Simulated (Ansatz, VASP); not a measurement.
**Two plane-wave programs on Si2Sn**

File INCAR:

```
SYSTEM = Si2Sn
  ALGO = Normal
  EDIFF = 1E-6
  EDIFFG = -0.025
  ENCUT = 600
  GGA = PE
  IBRION = 2
  ISIF = 3
  ISMEAR = 0
  LASPH = .True.
  LCHARG = .False.
  LREAL = .False.
  LWAVE = .False.
  NELM = 100
  NSW = 80
  PREC = Accurate
  SIGMA = 0.2
```

KPOINTS

```
k-points
0
Gamma
  6 6 4
  0 0 0
```

File POSCAR:

```
Si2Sn
1.0
    0.0119847300      3.7790784108     -0.0367802735
   -0.0378192525     -0.0448826489      4.6705648960
    7.8026622065      0.0239694599     -0.0619839731
Si Sn
4 2
Direct
    0.5042053214      0.0234299445      0.2442724560
    0.5061235529     -0.0130091026      0.7394649524
    0.5196646232      0.4841513875      0.2790794707
    0.4487715953      0.5048974604      0.7355195350
    0.0090858992      0.5063992671      0.4906570235
    0.0121490079      0.4941310431      1.0110065624
```

Input for Ansatz:

```yaml
crystal:
  lattice:
    - [0.01198473, 3.7790784108, -0.0367802735]
    - [-0.0378192525, -0.0448826489, 4.670564896]
    - [7.8026622065, 0.0239694599, -0.0619839731]
  atoms:
    - { symbol: Si, position: [0.5042053214, 0.0234299445, 0.244272456] }
    - { symbol: Si, position: [0.5061235529, -0.0130091026, 0.7394649524] }
    - { symbol: Si, position: [0.5196646232, 0.4841513875, 0.2790794707] }
    - { symbol: Si, position: [0.4487715953, 0.5048974604, 0.735519535] }
    - { symbol: Sn, position: [0.0090858992, 0.5063992671, 0.4906570235] }
    - { symbol: Sn, position: [0.0121490079, 0.4941310431, 1.0110065624] }
basis:
  ecutwfc: 420
kpoints:
  mp_grid: { grid: [6, 6, 4] }
hamiltonian:
  xc: pbe
scf:
  occupations: { method: gaussian, width: 0.2 }
  lower_state_search: "off"
output:
  forces: true
  stress: true
  eigenvalues: true
relax:
  adjacent_minimum: "off"
  f_tol: 0.025
  max_steps: 60
  cell: { stress_tol: 0.25 }
```

Change from the starting cell: cell x2, atoms moved at random (sigma 0.1 Å) and cell strained at random (1.5 %), then relaxed without symmetry.

Alike in both runs: task relaxation of cell and atoms; functional PBE; k mesh 6 × 6 × 4; occupations gaussian, width 0.2 eV; no spin polarisation.

```csv
,VASP,Ansatz
version,VASP 6.6.1,Ansatz 0.2.0
potentials or method,"VASP PAW PBE potentials, release 64 (Si, Sn_d), cutoff 600 eV","scalar-relativistic, plane waves, PAW"
valence electrons in the cell,44,44
```

|  | VASP | Ansatz | Ansatz less VASP |
| --- | --- | --- | --- |
| gap on the k mesh at the Fermi level, each at its own relaxed structure (eV) | none | none | - |
| relaxed volume (Å³/atom) | 22.55 | 20.82 | -1.730 |
| relaxed length of the cell vector where the two differ most in proportion (Å) | 8.996 | 6.519 | -2.4766 |

A gap of «none» marks a metal or a gap that the smearing closes. One of these differences is far larger than is usual between the two programs; its cause wasn't traced.
